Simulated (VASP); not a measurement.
# Cd: relaxation of cell and atoms with PBE

Crystal: Cd.

```
Cd
1.0
    -2.12064    2.12064    1.10915
     2.12064   -2.12064    1.10915
     2.12064    2.12064   -1.10915
Cd
2
Direct
  0.62500 0.87500 0.75000
  0.37500 0.12500 0.25000
```

```yaml
Program: VASP 6.6.1
Task: relaxation of cell and atoms
Functional: PBE
Potentials_or_basis: VASP PAW PBE potentials, release 64 (Cd)
Cutoff: 600 eV
k_mesh: 19 × 19 × 19
Occupations: fermi-dirac, width 0.1 eV
Spin: no spin polarisation
Target_pressure: 420 GPa
Dipole_correction: no
Further_INCAR_settings: ALGO = Normal; EDIFF = 1e-06; IBRION = 2; EDIFFG = -0.005; NSW = 32; ISIF = 3
```

```yaml
Relaxed_volume: 10.11 Å³/atom
Relaxed_cell: a = 3.212 Å, b = 3.212 Å, c = 3.212 Å, α = 96.91°, β = 96.91°, γ = 139.40°
Space_group_after_relaxing_to_0.1_Å: I4_1/amd (No. 141)
Energy_change_on_relaxing_the_run_minimises_the_enthalpy: -371.7 meV/atom
Ionic_steps: 9
Pressure_after_relaxing: 419.9 GPa
Band_gap_on_the_k_mesh: zero (bands 12 and 13 overlap by 7.14 eV)
```

The path:
| step | energy change (eV) | largest force (eV/Å) | pressure (GPa) | volume (Å³) |
| --- | --- | --- | --- | --- |
| 1 | 0.0000 | 0.0000 | 442.21 | 19.95 |
| 2 | -8.2086 | 0.0000 | 208.23 | 24.22 |
| 3 | -0.8262 | 0.0000 | 417.51 | 20.26 |
| 4 | -0.7433 | 0.0000 | 419.97 | 20.23 |
| 5 | -0.7287 | 0.0000 | 420.41 | 20.22 |
| 6 | -0.7328 | 0.0000 | 420.31 | 20.22 |
| 7 | -0.7300 | 0.0000 | 420.36 | 20.22 |
| 8 | -0.7382 | 0.0000 | 420.14 | 20.23 |
| 9 | -0.7433 | 0.0000 | 419.95 | 20.23 |

Final structure:
```yaml
crystal:
  lattice:
    - [-2.13030, 2.13030, 1.11434]
    - [2.13030, -2.13030, 1.11434]
    - [2.13030, 2.13030, -1.11434]
  atoms:
    - { symbol: Cd, position: [0.62500, 0.87500, 0.75000] }
    - { symbol: Cd, position: [0.37500, 0.12500, 0.25000] }
```

Levels at points of the mesh, in eV from the Fermi level:
| k point | band 10 | band 11 | band 12 | band 13 | band 14 | band 15 |
| --- | --- | --- | --- | --- | --- | --- |
| (0.00, 0.00, 0.00) | -11.03 | -9.66 | -0.50 | -0.50 | 8.45 | 10.81 |

Wall time 26 min on 1 thread of Intel Xeon 8259CL (shared host), peak memory 0.33 GiB.

Caveat: the cell is relaxed towards a set pressure, so the run minimises the enthalpy, not the energy.
